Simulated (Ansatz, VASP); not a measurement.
**Sr3Mo in VASP and in Ansatz**

```
Sr Mo
1.0
     5.19600    0.00000    0.00000
     0.00000    5.19600    0.00000
     0.00000    0.00000    5.19600
Sr Mo
3 1
Direct
  0.00000 0.50000 0.50000
  0.50000 0.00000 0.50000
  0.50000 0.50000 0.00000
  0.00000 0.00000 0.00000
```

Alike in both runs: functional PBE; k mesh 4 × 4 × 4; occupations gaussian, width 0.1 eV; no spin polarisation.

Ansatz relaxed the structure, and its values are those at the end. VASP's run is a single point on that final structure, the one shown.

```csv
,VASP,Ansatz
version,VASP 6.6.1,Ansatz 0.2.0
potentials or method,"VASP PAW PBE potentials, release 64 (Sr_sv, Mo_sv), cutoff 520 eV","scalar-relativistic, plane waves, PAW"
valence electrons in the cell,44,44
```

```csv
,VASP,Ansatz,Ansatz less VASP
gap on the k mesh at the Fermi level (eV),none,none,-
pressure (GPa),0.2,0.1,-0.07
```

A gap of «none» marks a metal or a gap that the smearing closes.
